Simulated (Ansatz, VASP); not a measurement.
**Two plane-wave programs on ZrC**

```
Zr C
1.0
     3.28553    0.00000    0.00000
     0.00000    3.28553    0.00000
     0.00000    0.00000    6.18876
Zr C
2 2
Direct
  0.50000 0.50000 0.25000
  0.50000 0.50000 0.75000
  0.00000 0.50000 0.00000
  0.50000 0.00000 0.50000
```

Change from the starting cell: ordered vacancies on the cation sites of antifluorite (P4_2/mmc, No. 131).

Alike in both runs: functional PBE; k mesh 6 × 6 × 4; occupations gaussian, width 0.1 eV; no spin polarisation.

Ansatz relaxed the structure, and its values are those at the end. VASP's run is a single point on that final structure, the one shown.

```csv
,VASP,Ansatz
version,VASP 6.6.1,Ansatz 0.2.0
potentials or method,"VASP PAW PBE potentials, release 64 (Zr_sv, C), cutoff 520 eV","scalar-relativistic, plane waves, PAW"
valence electrons in the cell,32,32
```

Ansatz gave:

| Item | Value |
| --- | --- |
| gap on the k mesh at the Fermi level (eV) | none |
| pressure (GPa) | 0.0 |

**Question.** What did VASP give for the same quantities?

**Answer.** gap on the k mesh at the Fermi level (eV): none; pressure (GPa): 0.1.

A gap of «none» marks a metal or a gap that the smearing closes. The functional is the same, so the differences come from potentials, cutoffs and numerics.
